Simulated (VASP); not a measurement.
# Au in VASP: further runs

The runs below take Au through single point, with LDA.

Everything below comes from runs of VASP 6.6.1. Logs are shortened: lines on timing, memory, paths and dates and some standing lists are left out, and cuts for length are marked.

### 1 The cell of the first run

The cell holds a slab with vacuum, 5 atoms: a = 2.863 Å, b = 2.863 Å, c = 19.018 Å, α = 90.00°, β = 90.00°, γ = 90.00°.

### 2 Single point, LDA

INCAR reads:

```
PREC = Accurate
ENCUT = 520
EDIFF = 1E-6
ISMEAR = -1
SIGMA = 0.05
LREAL = False
LASPH = True
NELM = 80
ALGO = Normal
ISIF = 2
LWAVE = False
LCHARG = False
LDIPOL = True
IDIPOL = 3
DIPOL = 0.5 0.5 0.500
NBANDS = 36
```

KPOINTS reads:

```
Automatic mesh
0
Gamma
  11 11 1
```

POSCAR reads:

```
Au
1.0
    2.8626073067      0.0000000000      0.0000000000
    0.0000000000      2.8626073067      0.0000000000
    0.0000000000      0.0000000000     19.0178000000
Au
5
Direct
    0.0000000000      0.0000000000      0.2892026025
    0.5000000000      0.5000000000      0.3937903695
    0.0000000000      0.0000000000      0.5000000006
    0.5000000000      0.5000000000      0.6062096308
    0.0000000000      0.0000000000      0.7107973975
```

Potentials or basis: VASP PAW LDA potentials, release 64 (Au).

Started as:

```console
> cat potpaw_LDA.64/Au/POTCAR > POTCAR
> mpirun -np 1 vasp_std > vasp.out
```

OUTCAR:

```text
PREC = Accurate
   ENCUT = 520
   EDIFF = 1E-6
   ISMEAR = -1
   LREAL = False
   LASPH = True
   NELM = 80
   ISIF = 2

 ion  position               nearest neighbor table
   1  0.000  0.000  0.289-   2 2.84   2 2.84   2 2.84   2 2.84
   2  0.500  0.500  0.394-   1 2.84   1 2.84   1 2.84   1 2.84   3 2.86   3 2.86   3 2.86   3 2.86

   3  0.000  0.000  0.500-   4 2.86   4 2.86   4 2.86   4 2.86   2 2.86   2 2.86   2 2.86   2 2.86

   4  0.500  0.500  0.606-   5 2.84   5 2.84   5 2.84   5 2.84   3 2.86   3 2.86   3 2.86   3 2.86

   5  0.000  0.000  0.711-   4 2.84   4 2.84   4 2.84   4 2.84

  LATTYP: Found a simple tetragonal cell.
 ALAT       =     2.8626073067
 C/A-ratio  =     6.6435238796

  Lattice vectors:

 A1 = (   2.8626073067,   0.0000000000,   0.0000000000)
 A2 = (   0.0000000000,   2.8626073067,   0.0000000000)
 A3 = (   0.0000000000,   0.0000000000,  19.0178000000)

Analysis of symmetry for initial positions (statically):
=====================================================================
 Subroutine PRICEL returns:
 Original cell was already a primitive cell.

 Routine SETGRP: Setting up the symmetry group for a
 simple tetragonal supercell.

 Subroutine GETGRP returns: Found 16 space group operations
 (whereof 16 operations were pure point group operations)
 out of a pool of 16 trial point group operations.

The static configuration has the point symmetry D_4h.

Analysis of symmetry for dynamics (positions and initial velocities):
=====================================================================
 Subroutine PRICEL returns:
 Original cell was already a primitive cell.

 Routine SETGRP: Setting up the symmetry group for a
 simple tetragonal supercell.

 Subroutine GETGRP returns: Found 16 space group operations
 (whereof 16 operations were pure point group operations)
 out of a pool of 16 trial point group operations.

The dynamic configuration has the point symmetry D_4h.

 Subroutine INISYM returns: Found 16 space group operations
 (whereof 16 operations are pure point group operations),
 and found     1 'primitive' translations

----------------------------------------------------------------------------------------

                                     Primitive cell

  volume of cell :     155.8418

  direct lattice vectors                    reciprocal lattice vectors
     2.862607307  0.000000000  0.000000000     0.349331883  0.000000000  0.000000000
     0.000000000  2.862607307  0.000000000     0.000000000  0.349331883  0.000000000
     0.000000000  0.000000000 19.017800000     0.000000000  0.000000000  0.052582318

  length of vectors
     2.862607307  2.862607307 19.017800000     0.349331883  0.349331883  0.052582318

  position of ions in fractional coordinates (direct lattice)
     0.000000000  0.000000000  0.289202602
     0.500000000  0.500000000  0.393790370
     0.000000000  0.000000000  0.500000001
     0.500000000  0.500000000  0.606209631
     0.000000000  0.000000000  0.710797398

  ion indices of the primitive-cell ions
   primitive index   ion index
                 1           1
                 2           2
                 3           3
                 4           4
                 5           5

----------------------------------------------------------------------------------------

 KPOINTS: Automatic mesh

Automatic generation of k-mesh.
 Grid dimensions read from file:
 generate k-points for:   11   11    1

 Generating k-lattice:

  Cartesian coordinates                     Fractional coordinates (reciprocal lattice)
     0.031757444  0.000000000  0.000000000     0.090909091  0.000000000  0.000000000
     0.000000000  0.031757444  0.000000000     0.000000000  0.090909091  0.000000000
     0.000000000  0.000000000  0.052582318     0.000000000  0.000000000  1.000000000

  Length of vectors
     0.031757444  0.031757444  0.052582318

  Shift w.r.t. Gamma in fractional coordinates (k-lattice)
     0.000000000  0.000000000  0.000000000

 Subroutine IBZKPT returns following result:
 ===========================================

 Found     21 irreducible k-points:

 Following reciprocal coordinates:
            Coordinates               Weight
  0.000000  0.000000  0.000000      1.000000
  0.090909  0.000000  0.000000      4.000000
  0.181818  0.000000  0.000000      4.000000
  0.272727  0.000000  0.000000      4.000000
  0.363636  0.000000  0.000000      4.000000
  0.454545  0.000000  0.000000      4.000000
[... 13 lines left out ...]
  0.454545  0.363636  0.000000      8.000000
  0.454545  0.454545  0.000000      4.000000
   k-points           NKPTS =     21   k-points in BZ     NKDIM =     21   number of bands    NBANDS=     36
   number of dos      NEDOS =    301   number of ions     NIONS =      5
   total plane-waves  NPLWV =  82944
   dimension x,y,z NGX =    24 NGY =   24 NGZ =  144
   dimension x,y,z NGXF=    48 NGYF=   48 NGZF=  288
   ions per type =               5
   NGX,Y,Z   is equivalent  to a cutoff of  13.94, 13.94, 12.59 a.u.
   NGXF,Y,Z  is equivalent  to a cutoff of  27.88, 27.88, 25.18 a.u.
 SYSTEM =  unknown system
   PREC   = accura    normal or accurate (medium, high low for compatibility)
   ISTART =      0    job   : 0-new  1-cont  2-samecut
   ICHARG =      2    charge: 1-file 2-atom 10-const
   ISPIN  =      1    spin polarized calculation?
   LNONCOLLINEAR =      F non collinear calculations
   LSORBIT =      F    spin-orbit coupling
   LASPH  =      T    aspherical Exc in radial PAW
   ENCUT  =  520.0 eV  38.22 Ry    6.18 a.u.   5.32  5.32 35.36*2*pi/ulx,y,z
   NELM   =     80;   NELMIN=  2; NELMDL= -5     # of ELM steps
   EDIFF  = 0.1E-05   stopping-criterion for ELM
   LREAL  =      F    real-space projection
   EDIFFG = 0.1E-04   stopping-criterion for IOM
   NSW    =      0    number of steps for IOM
   IBRION =     -1    ionic relax: 0-MD 1-quasi-New 2-CG
   NFREE  =      0    steps in history (QN), initial steepest desc. (CG)
   ISIF   =      2    stress and relaxation
   ISYM   =      2    0-nonsym 1-usesym 2-fastsym
   POTIM  = 0.5000    time-step for ionic-motion
   TEBEG  =    0.0;   TEEND  =   0.0 temperature during run
   PSTRESS=    0.0 pullay stress
   NELECT =      55.0000    total number of electrons
   NUPDOWN=      -1.0000    fix difference up-down
   EMIN   =  10.00;   EMAX   =-10.00  energy-range for DOS
   EFERMI =   0.00;   METHOD = LEGACY
   ISMEAR =    -1;   SIGMA  =   0.05  broadening in eV -4-tet -1-fermi 0-gaus
   EFERMI_NEDOS =   21; number of points for ismear=-14 and -15
   IALGO  =     38    algorithm
   IMIX   =      4    mixing-type and parameters
     AMIX     =   0.40;   BMIX     =  1.00
     AMIX_MAG =   1.60;   BMIX_MAG =  1.00
  volume/ion in A,a.u.               =      31.17       210.33
  Fermi-wavevector in a.u.,A,eV,Ry     =   1.156914  2.186251 18.210721  1.338450
  Thomas-Fermi vector in A             =   2.293530
   LORBIT       =      0    0 simple, 1 ext, 2 COOP (PROOUT), +10 PAW based schemes
   GGA     = CA    functional components
   LHFCALC =     F    Hartree Fock is set to
   AEXX    =    0.0000 exact exchange contribution
   IVDW    =     0    specifies the selected vdW correction
   LEPSILON=     F    determine dielectric tensor
   LRPA    =     F    only Hartree local field effects (RPA)
 non-spin polarized calculation
  energy-cutoff  :      520.00
  volume of cell :      155.84
 maximum number of plane-waves:      4255
 NGX is ok and might be reduce to    24
   NGX = 11   NGY = 11   NGZ = 71

 number of electron      55.0000006 magnetization

 dipolmoment           0.000000      0.000000     -0.000000 electrons x Angstroem

 Free energy of the ion-electron system (eV)
  ---------------------------------------------------
  ext. energy  EPLUGINS =         0.00000000
  ---------------------------------------------------
  free energy    TOTEN  =       -20.85155154 eV

  energy without entropy =      -20.83813783  energy(sigma->0) =      -20.84484469

 E-fermi :   2.5775     XC(G=0):  -7.9158

 val. band max:        2.5287822519   @ k =   0.1818   0.1818   0.0000
 cond. band min:       2.6367653330   @ k =   0.4545   0.1818   0.0000
 fundamental gap:      0.1079830811
 Fermi energy:         2.5775166164

 k-point     1 :       0.0000    0.0000    0.0000
  band No.  band energies     occupation
      1      -7.2016      2.00000
      2      -6.0430      2.00000
      3      -4.7715      2.00000
      4      -4.2890      2.00000
      5      -4.2616      2.00000
      6      -4.0675      2.00000
[... 28 lines left out ...]
     35      12.5933      0.00000
     36      13.2035      0.00000

 k-point     2 :       0.0909    0.0000    0.0000
  band No.  band energies     occupation
      1      -7.0123      2.00000
      2      -5.8781      2.00000
      3      -4.6371      2.00000
      4      -4.1753      2.00000
      5      -4.1332      2.00000
      6      -3.9424      2.00000
[... 28 lines left out ...]
     35      11.9118      0.00000
     36      13.0022      0.00000

 k-point     3 :       0.1818    0.0000    0.0000
  band No.  band energies     occupation
      1      -6.4787      2.00000
      2      -5.4612      2.00000
      3      -4.3966      2.00000
      4      -3.9457      2.00000
      5      -3.7834      2.00000
      6      -3.7274      2.00000
[... 28 lines left out ...]
     35      11.0967      0.00000
     36      11.0976      0.00000

 k-point     4 :       0.2727    0.0000    0.0000
  band No.  band energies     occupation
      1      -5.7190      2.00000
      2      -5.0352      2.00000
      3      -4.3089      2.00000
      4      -3.7458      2.00000
      5      -3.6976      2.00000
      6      -3.1269      2.00000
[... 28 lines left out ...]
     35      10.3329      0.00000
     36      10.3778      0.00000

 k-point     5 :       0.3636    0.0000    0.0000
  band No.  band energies     occupation
      1      -5.0014      2.00000
      2      -4.8253      2.00000
      3      -4.3299      2.00000
      4      -3.7357      2.00000
      5      -3.4849      2.00000
      6      -2.6873      2.00000
[... 538 lines left out ...]
 k-point    19 :       0.3636    0.3636    0.0000
  band No.  band energies     occupation
      1      -4.2323      2.00000
      2      -3.9979      2.00000
      3      -3.8746      2.00000
      4      -3.8595      2.00000
      5      -3.4594      2.00000
      6      -3.3009      2.00000
[... 28 lines left out ...]
     35      10.2678      0.00000
     36      10.4696      0.00000

 k-point    20 :       0.4545    0.3636    0.0000
  band No.  band energies     occupation
      1      -4.2936      2.00000
      2      -4.1990      2.00000
      3      -4.0302      2.00000
      4      -4.0043      2.00000
      5      -3.6245      2.00000
      6      -3.4385      2.00000
[... 28 lines left out ...]
     35      10.2368      0.00000
     36      11.1782      0.00000

 k-point    21 :       0.4545    0.4545    0.0000
  band No.  band energies     occupation
      1      -4.4667      2.00000
      2      -4.3851      2.00000
      3      -4.1392      2.00000
      4      -4.1340      2.00000
      5      -3.8694      2.00000
      6      -3.3876      2.00000
[... 28 lines left out ...]
     35       9.1483      0.00000
     36       9.6036      0.00000

------------------------ aborting loop because EDIFF is reached ----------------------------------------

 vacuum level on the upper side and lower side of the slab       (xc-potential included)        -0.014        -0.014

  FORCE on cell =-STRESS in cart. coord.  units (eV):
  Direction    XX          YY          ZZ          XY          YZ          ZX
  --------------------------------------------------------------------------------------
  -------------------------------------------------------------------------------------
  Total       -2.6005469     -2.6005469      0.1947822      0.0000000      0.0000000     -0.0000000
  in kB      -26.7356927    -26.7356927      2.0025159      0.0000000      0.0000000     -0.0000000
  external PRESSURE =     -17.1562898 kB  Pullay stress =       0.0000000 kB

 VOLUME and BASIS-vectors are now :
 -----------------------------------------------------------------------------
  energy-cutoff  :      520.00
  volume of cell :      155.84
      direct lattice vectors                 reciprocal lattice vectors
     2.862607307  0.000000000  0.000000000     0.349331883  0.000000000  0.000000000
     0.000000000  2.862607307  0.000000000     0.000000000  0.349331883  0.000000000
     0.000000000  0.000000000 19.017800000     0.000000000  0.000000000  0.052582318

 POSITION                                       TOTAL-FORCE (eV/Angst)
 -----------------------------------------------------------------------------------
      0.00000      0.00000      5.50000        -0.000000      0.000000     -0.030696
      1.43130      1.43130      7.48903         0.000000     -0.000000     -0.004272
      0.00000      0.00000      9.50890        -0.000000      0.000000      0.000000
      1.43130      1.43130     11.52877        -0.000000      0.000000      0.004272
      0.00000      0.00000     13.51780         0.000000      0.000000      0.030696
 -----------------------------------------------------------------------------------
    total drift:                                0.000000     -0.000000     -0.000019

  FREE ENERGIE OF THE ION-ELECTRON SYSTEM (eV)
  ---------------------------------------------------
  free  energy   TOTEN  =       -20.8515515425 eV

  energy  without entropy=      -20.8381378295  energy(sigma->0) =      -20.84484469

 vacuum level on the upper side and lower side of the slab         7.809         7.809
```

Run time: 3.7 min. Hardware: 1 thread of Intel Xeon 8259CL, shared host; peak memory 0.26 GiB.

What came out:

- Free energy: -20.8516 eV
- Largest force: 0.031 eV/Å
- Band gap on the k mesh: zero (an odd number of electrons rules out a gap without spin polarisation)

Forces on the atoms (eV/Å):
```
Au   0.000  0.000 -0.031
Au   0.000  0.000 -0.004
Au   0.000  0.000  0.000
Au   0.000  0.000  0.004
Au   0.000  0.000  0.031
```

Levels at points of the mesh, in eV from the Fermi level:
| k point | band 25 | band 26 | band 27 | band 28 | band 29 | band 30 | band 31 | band 32 |
| --- | --- | --- | --- | --- | --- | --- | --- | --- |
| (0.00, 0.00, 0.00) | -2.17 | -1.90 | -1.83 | -1.68 | -1.68 | -0.07 | 1.29 | 5.07 |

Caveat: spin-orbit coupling is left out, which moves the levels of the heavy elements.

(Part 1 of 2 ends here.)

The gap in the log of VASP goes by the Fermi energy; the results here count the filled bands.